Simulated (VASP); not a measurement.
Wanted: the native input for a VASP 6.6.1 run.

```
Task                   : single point
Functional             : PBE
Potentials or basis    : VASP PAW PBE potentials, release 64 (Zn)
Cutoff                 : 520 eV
k mesh                 : 26 × 26 × 26
Occupations            : gaussian, width 0.1 eV
Spin                   : no spin polarisation
Dipole correction      : no
Further INCAR settings : ALGO = Fast; EDIFF = 1e-06; NBANDS = 12
```

The structure of Zn lies in POSCAR:

```
Zn
1.0
   -1.6565179582      1.6565179582      1.2842696567
    1.6565179582     -1.6565179582      1.2842696567
    1.6565179582      1.6565179582     -1.2842696567
Zn
1
Direct
    0.5000000000      0.5000000000      0.0000000000
```

These files were run (other wordings do the same):

INCAR

```
ALGO = Fast ; EDIFF = 1E-6
ENCUT = 520 ; GGA = PE
ISIF = 2 ; ISMEAR = 0
LASPH = True ; LCHARG = False
LREAL = False ; LWAVE = False
NBANDS = 12 ; NELM = 60
PREC = Accurate ; SIGMA = 0.1
```

KPOINTS

```
k-points
0
Gamma
  26 26 26
```

Potentials or basis: VASP PAW PBE potentials, release 64 (Zn).

The run is started by

```bash
$ cat potpaw_PBE.64/Zn/POTCAR > POTCAR
$ mpirun -np 1 vasp_std > vasp.out
```

It gave:

```json
{
 "Pressure": "8.4 GPa",
 "Band gap on the k mesh": "zero (bands 6 and 7 overlap by 6.07 eV)"
}
```

Caveat: the cell stands under pressure.

Wall time 5 min on 1 thread of Intel Xeon 8259CL (shared host), peak memory 0.28 GiB.
